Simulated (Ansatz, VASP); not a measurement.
One calculation of Mg2C, two programs

```
Mg C
1.0
     3.11221    0.00000    0.00000
     0.00000    3.50981    0.00000
     0.00000    0.00000    4.29526
Mg C
2 1
Direct
  0.50000 0.00000 0.00000
  0.00000 0.50000 0.50000
  0.50000 0.00000 0.50000
```

Change from the starting cell: the structure that the rattled cell fell into.

Alike in both runs: functional PBE; k mesh 14 × 14 × 12; occupations gaussian, width 0.1 eV; no spin polarisation.

Ansatz relaxed the structure, and its values are those at the end. VASP's run is a single point on that final structure, the one shown.

|  | VASP | Ansatz |
| --- | --- | --- |
| version | VASP 6.6.1 | Ansatz 0.2.0 |
| potentials or method | VASP PAW PBE potentials, release 64 (Mg, C), cutoff 520 eV | scalar-relativistic, plane waves, PAW |
| valence electrons in the cell | 8 | 24 |

Ansatz gave:

```
gap on the k mesh at the Fermi level (eV) : none
pressure (GPa)                            : 0.0
```

**Question.** What did VASP give for the same quantities?

**Answer.** gap on the k mesh at the Fermi level (eV): none; pressure (GPa): -0.2.

A gap of «none» marks a metal or a gap that the smearing closes. VASP's potentials hold 8 valence electrons a cell and Ansatz's 24, so a difference there can come from the potentials and not from the codes.
